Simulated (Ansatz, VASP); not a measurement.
## Two plane-wave programs on Ti

```
Ti
1.0
     0.00000    2.78363    2.78363
     2.78363    0.00000    2.78363
     2.78363    2.78363    0.00000
Ti
2
Direct
  0.12500 0.12500 0.12500
  0.87500 0.87500 0.87500
```

Alike in both runs: task single point; functional LDA; k mesh 11 × 11 × 11; occupations fermi-dirac, width 0.1 eV; no spin polarisation.

|  | VASP | Ansatz |
| --- | --- | --- |
| version | VASP 6.6.1 | Ansatz 0.2.0 |
| potentials or method | VASP PAW LDA potentials, release 64 (Ti_sv), cutoff 520 eV | plane waves (420 eV) with PAW, scalar-relativistic |
| valence electrons in the cell | 24 | 24 |

Ansatz gave:

```
pressure (GPa) : -3.5
```

Question: Which values does VASP return?

Answer: Pressure (GPa): -3.3.

Ansatz warns that its potentials were made for another functional, while VASP's fit it. LDA's correlation is that of Perdew and Zunger in VASP and of Perdew and Wang (1992) in Ansatz.
